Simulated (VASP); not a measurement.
Runs of VASP 6.6.1 on TaBi. The structure is that of space group Fm-3m (No. 225), or close to it. The cells are those of the table. 

```csv
task,cell,k mesh,cutoff (eV),smearing,gap on the mesh (eV),pressure (GPa),relaxed volume (Å³/atom)
single point,"a = 4.122 Å, angles 60.0°, 2 atoms",6 × 6 × 6,520,gaussian 0.1 eV,none,-0.1,-
single point,"a = 4.119 Å, angles 60.0°, 2 atoms",12 × 12 × 12,520,gaussian 0.1 eV,none,0.0,-
relaxation of cell and atoms,"relaxed from a = 3.869 Å, angles 60.0°, 2 atoms",6 × 6 × 6,600,gaussian 0.1 eV,none,-0.3,24.83
single point,"a = 3.869 Å, angles 60.0°, 2 atoms",6 × 6 × 6,520,gaussian 0.1 eV,none,28.4,-
relaxation of cell and atoms,"relaxed from a = 4.122 Å, angles 60.0°, 2 atoms",12 × 12 × 12,600,gaussian 0.1 eV,none,0.0,(a)
```

Alike in all rows: level PBE; potentials or basis VASP PAW PBE potentials, release 64 (Ta_pv, Bi_d); no spin polarisation.

**Question.** Fill in the values left out.

**Answer.** (a) 24.71.

Caveats: spin-orbit coupling is left out, which moves the levels of the heavy elements; the volume moved by over 15 % at a fixed basis, so the end points are rough (some runs).

A k mesh can miss the band edges, and the runs leave out spin-orbit coupling on Bi, Ta.

A gap of «none» marks levels without a gap at the run's occupations.
